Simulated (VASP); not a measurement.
A run of VASP 6.6.1:

File INCAR:

```
PREC = Accurate
ENCUT = 520
EDIFF = 1E-7
ISMEAR = 0
SIGMA = 0.02
LREAL = F
LASPH = T
NELM = 100
ALGO = Normal
ISIF = 2
LWAVE = F
LCHARG = F
GGA = PS
IBRION = 2
NSW = 60
EDIFFG = -0.008
```

KPOINTS

```
Automatic mesh
0
Gamma
  9 9 4
```

POSCAR

```
MgS
1.0
    4.0287906923      0.0000000000      0.0000000000
   -2.0143953462      3.4890350861      0.0000000000
    0.3849115323      0.0000000000      6.4151922057
Mg S
2 2
Direct
    0.6634280975      0.3337651405      0.4965353956
    0.3296629569      0.6662348595      0.9965353956
    0.3371322676      0.6673555893      0.3784636044
    0.6697766782      0.3326444107      0.8784636044
```

Potentials or basis: VASP PAW PBE potentials, release 64 (Mg, S).

The run is started by

```console
$ cat potpaw_PBE.64/Mg/POTCAR potpaw_PBE.64/S/POTCAR > POTCAR
$ mpirun -np 1 vasp_std > vasp.out
```

Hardware: 1 thread of Intel(R) Xeon(R) Platinum 8488C (Sapphire Rapids) (shared host).

Question: How long does it take, and how much memory?

Answer: Wall time 110 s on 1 thread of Intel(R) Xeon(R) Platinum 8488C (Sapphire Rapids), on a shared host, peak memory 0.27 GiB. Counts: scf iterations 31, k points 95, ion steps 3.
